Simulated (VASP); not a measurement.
Write the native input for VASP 6.6.1 that does the following.

* Task: relaxation of cell and atoms
* Functional: PBEsol
* Potentials or basis: VASP PAW PBE potentials, release 64 (Sb)
* Cutoff: 600 eV
* k mesh: 12 × 12 × 12
* Occupations: fermi-dirac, width 0.05 eV
* Spin: no spin polarisation
* Dipole correction: no
* Further INCAR settings: ALGO = Normal; EDIFF = 1e-06; IBRION = 2; EDIFFG = -0.01; NSW = 60; ISIF = 3

The structure of Sb lies in POSCAR:

```
Sb
1.0
   -1.5765401831      1.5765401831      2.7119384313
    1.5765401831     -1.5765401831      2.7119384313
    1.5765401831      1.5765401831     -2.7119384313
Sb
1
Direct
    0.0000000000      0.0000000000      0.0000000000
```

One way to write it, as run:

INCAR

```
SYSTEM = Sb
  ALGO = Normal
  EDIFF = 1E-6
  EDIFFG = -0.01
  ENCUT = 600
  GGA = PS
  IBRION = 2
  ISIF = 3
  ISMEAR = -1
  LASPH = .True.
  LCHARG = .False.
  LREAL = .False.
  LWAVE = .False.
  NELM = 60
  NSW = 60
  PREC = Accurate
  SIGMA = 0.05
```

KPOINTS

```
k-points
0
Gamma
  12 12 12
  0 0 0
```

Potentials or basis: VASP PAW PBE potentials, release 64 (Sb).

The run is started by

```console
$ cat potpaw_PBE.64/Sb/POTCAR > POTCAR
$ mpirun -np 1 vasp_std > vasp.out
```

Results of the run:

```json
{"Relaxed volume": "26.31 Å³/atom", "Relaxed cell": "a = 3.439 Å, b = 3.439 Å, c = 3.439 Å, α = 124.92°, β = 124.92°, γ = 81.67°", "Space group after relaxing (to 0.05 Å)": "I4/mmm (No. 139)", "Energy gained by relaxing": "6.1 meV/atom", "Ionic steps": "12", "Pressure after relaxing": "0.0 GPa"}
```

Caveat: the PAW data sets were made with another functional, which shifts forces and pressure a little.

It took 2.1 min on 1 thread of Intel(R) Xeon(R) Platinum 8375C CPU @ 2.90GHz (Ice Lake), on a shared host, peak memory 0.18 GiB.
